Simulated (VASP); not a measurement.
Here is a VASP 6.6.1 calculation.

File INCAR:

```
SYSTEM = Bi
PREC = Accurate
ENCUT = 520
EDIFF = 1E-6
ISMEAR = -1
SIGMA = 0.05
LREAL = .FALSE.
LASPH = .TRUE.
NELM = 60
ALGO = Normal
ISIF = 2
LWAVE = .FALSE.
LCHARG = .FALSE.
NBANDS = 22
```

File KPOINTS:

```
Automatic mesh
0
G
  7 7 7
  0 0 0
```

Contents of POSCAR:

```
Bi
1.0
    2.2675000000      1.3091417354      3.9380000000
   -2.2675000000      1.3091417354      3.9380000000
    0.0000000000     -2.6182834708      3.9380000000
Bi
2
Direct
    0.7660000000      0.7660000000      0.7660000000
    0.2340000000      0.2340000000      0.2340000000
```

Potentials or basis: VASP PAW LDA potentials, release 64 (Bi_d).

Command:

```bash
$ cat potpaw_LDA.64/Bi_d/POTCAR > POTCAR
$ mpirun -np 1 vasp_std > vasp.out
```

Problem. Predict the pressure.

Solution. -1.5 GPa.

Problem. What does it give for the band gap on the k mesh?

Solution. 0.27 eV, indirect (least direct gap 0.53 eV).

Problem. Estimate the largest force.

Solution. 0.069 eV/Å.

Stress tensor (GPa, compression positive):
```
-1.44  0.00  0.00
 0.00 -1.44  0.00
 0.00  0.00 -1.62
```

Caveat: spin-orbit coupling is left out, which moves the levels of the heavy elements. A k mesh can miss the band edges.
